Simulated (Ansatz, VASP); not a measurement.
## One calculation of Be3Se2O, two programs

```xyz
6
Lattice="5.5669 0.0000 0.0000 -2.7835 4.8211 0.0000 0.0000 0.0000 3.0757" Properties=species:S:1:pos:R:3 pbc="T T T"
Be    1.3003    0.0000    1.5378
Be   -0.6502    1.1261    1.5378
Be    2.1333    3.6950    1.5378
Se    0.0000    3.2141    1.5378
Se    2.7835    1.6070    1.5378
O     0.0000    0.0000    0.0000
```

Alike in both runs: functional PBE; k mesh 3 × 3 × 3; occupations gaussian, width 0.15 eV; no spin polarisation.

Ansatz relaxed the structure, and its values are those at the end. VASP's run is a single point on that final structure, the one shown.

|  | VASP | Ansatz |
| --- | --- | --- |
| version | VASP 6.6.1 | Ansatz 0.2.0 |
| potentials or method | VASP PAW PBE potentials, release 64 (Be, Se, O), cutoff 600 eV | scalar-relativistic, plane waves, PAW |
| valence electrons in the cell | 24 | 44 |

VASP gave:

```
gap on the k mesh at the Fermi level (eV) : none
pressure (GPa)                            : 0.5
rms of the force components (eV/Å)        : 0.006
```

Problem. Which values does Ansatz return?

Solution. gap on the k mesh at the Fermi level (eV): none; pressure (GPa): 0.3; rms of the force components (eV/Å): 0.000.

A gap of «none» marks a metal or a gap that the smearing closes. VASP's potentials hold 24 valence electrons a cell and Ansatz's 44, so a difference there can come from the potentials and not from the codes.

The k mesh is coarse, so the values compare programs but aren't converged.
